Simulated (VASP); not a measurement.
A run of VASP 6.6.1 is set up as follows.

File INCAR:

```
PREC = Accurate ; ENCUT = 520
EDIFF = 1E-6 ; ISMEAR = 0
SIGMA = 0.01 ; LREAL = False
LASPH = True ; NELM = 80
ALGO = Normal ; ISIF = 2
LWAVE = False ; LCHARG = True
GGA = PE ; LELF = True
LVHAR = True ; NBANDS = 16
```

The input KPOINTS:

```
regular mesh
0
Gamma
  10 10 10
```

Contents of POSCAR:

```
Si
1.0
   -3.2323810016      3.2323810016      1.8821736230
    3.2323810016     -3.2323810016      1.8821736230
    3.2323810016      3.2323810016     -1.8821736230
Si
4
Direct
    0.1794864786      0.1794864786      0.3589729571
    0.8205135214      0.8205135214      0.6410270429
    0.1794864786      0.8205135214      0.0000000000
    0.8205135214      0.1794864786      0.0000000000
```

Potentials or basis: VASP PAW PBE potentials, release 64 (Si).

Command:

```sh
$ cat potpaw_PBE.64/Si/POTCAR > POTCAR
$ mpirun -np 1 vasp_std > vasp.out
```

Problem. Predict the pressure.

Solution. 9.2 GPa.

Problem. Estimate the band gap on the k mesh.

Solution. 0.10 eV (least direct gap 0.14 eV).

Caveat: the cell stands under pressure. A k mesh can miss the band edges.
